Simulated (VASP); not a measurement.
Runs of VASP 6.6.1 on SiN. The structure is that of space group P6_3/mmc (No. 194), or close to it. The cells are those of the table. The cell was generated, and may not be a known phase.

```tsv
task	cell	k mesh	cutoff (eV)	gap on the mesh (eV)	pressure (GPa)	relaxed volume (Å³/atom)
single point	a = 2.805, b = 2.805, c = 7.450 Å, angles 90.0, 90.0, 120.0°, 4 atoms	6 × 6 × 4	520	none	41.5	-
single point	a = 3.059, b = 3.059, c = 6.983 Å, angles 90.0, 90.0, 120.0°, 4 atoms	18 × 18 × 8	520	none	-0.2	-
single point	a = 3.059, b = 3.059, c = 6.869 Å, angles 90.0, 90.0, 120.0°, 4 atoms	6 × 6 × 4	520	none	-0.2	-
relaxation of cell and atoms	relaxed from a = 2.805, b = 2.805, c = 7.450 Å, angles 90.0, 90.0, 120.0°, 4 atoms	6 × 6 × 4	600	none	-0.1	13.86
relaxation of cell and atoms	relaxed from a = 3.059, b = 3.059, c = 6.869 Å, angles 90.0, 90.0, 120.0°, 4 atoms	18 × 18 × 8	600	none	0.1	(a)
```

Alike in all rows: level PBE; potentials or basis VASP PAW PBE potentials, release 64 (Si, N); no spin polarisation; smearing gaussian 0.1 eV.

Problem. Estimate the missing entries.

Solution. (a) 14.00.

Caveats: some runs use coarse meshes.

A gap of «none» marks levels without a gap at the run's occupations.
